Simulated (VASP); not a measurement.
Bi, 1 atom in the cell. Symmetry: Im-3m, No. 229, cubic system. Conventional cell: a = 3.963 Å, b = 3.963 Å, c = 3.963 Å, α = 90.00°, β = 90.00°, γ = 90.00°. Bi (site symmetry m-3m) has 14 Bi at 3.43 to 3.96 Å within 4.5 Å. 

* Program: VASP 6.6.1
* Task: relaxation of cell and atoms
* Functional: PBEsol
* Potentials or basis: VASP PAW PBE potentials, release 64 (Bi_d)
* Cutoff: 600 eV
* k mesh: 9 × 9 × 9
* Occupations: fermi-dirac, width 0.05 eV
* Spin: no spin polarisation
* Dipole correction: no
* Further INCAR settings: ALGO = Normal; EDIFF = 1e-06; IBRION = 2; EDIFFG = -0.005; NSW = 80; ISIF = 3

Potentials or basis: VASP PAW PBE potentials, release 64 (Bi_d).

Run with:

```sh
$ cat potpaw_PBE.64/Bi_d/POTCAR > POTCAR
$ mpirun -np 1 vasp_std > vasp.out
```

Hardware: 1 thread of Intel(R) Xeon(R) Platinum 8259CL CPU @ 2.50GHz (Skylake/Cascade Lake), on a shared host.

Problem. How long does it take, and how much memory?

Solution. It took 29 s on 1 thread of Intel(R) Xeon(R) Platinum 8259CL CPU @ 2.50GHz (Skylake/Cascade Lake) (shared host), peak memory 0.17 GiB. Counts: scf iterations 26, k points 35, ion steps 3.
